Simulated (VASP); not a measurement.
Here is a VASP 6.6.1 calculation.

POSCAR

```
BAs
1.0
    0.0000000000      2.3918699032      2.3918699032
    2.3918699032      0.0000000000      2.3918699032
    2.3918699032      2.3918699032      0.0000000000
B As
1 1
Direct
    0.0000000000      0.0000000000      0.0000000000
    0.2500000000      0.2500000000      0.2500000000
```

File INCAR.step1:

```
SYSTEM = BAs
  ALGO = Normal
  EDIFF = 1E-5
  ENCUT = 550
  GGA = PE
  GGA_COMPAT = .False.
  ISMEAR = 0
  LASPH = .True.
  LCHARG = .False.
  LREAL = .False.
  LWAVE = .True.
  NBANDS = 11
  NELM = 120
  PREC = Accurate
  SIGMA = 0.01
```

INCAR.step2

```
SYSTEM = BAs
  ALGO = Normal
  EDIFF = 1E-6
  ENCUT = 550
  GGA_COMPAT = .False.
  ISIF = 2
  ISMEAR = 0
  ISTART = 1
  LASPH = .True.
  LCHARG = .False.
  LMIXTAU = .True.
  LREAL = .False.
  LWAVE = .False.
  METAGGA = R2SCAN
  NBANDS = 11
  NELM = 120
  PREC = Accurate
  SIGMA = 0.01
```

File KPOINTS:

```
k-points
0
Gamma
  10 10 10
  0 0 0
```

Potentials or basis: VASP PAW PBE potentials, release 64 (B, As).

Run with:

```sh
$ cat potpaw_PBE.64/B/POTCAR potpaw_PBE.64/As/POTCAR > POTCAR
$ cp INCAR.step1 INCAR
$ mpirun -np 1 vasp_std > vasp.out
$ cp INCAR.step2 INCAR
$ mpirun -np 1 vasp_std > vasp.out
```

Task: Predict the pressure.

Result: 0.3 GPa.

Task: What does it give for the band gap on the k mesh?

Result: 1.37 eV, indirect (least direct gap 3.44 eV).

Caveat: the PAW data sets were made with another functional, which shifts forces and pressure a little. r2SCAN opens gaps a little over a GGA but as a rule still falls short of measured ones.
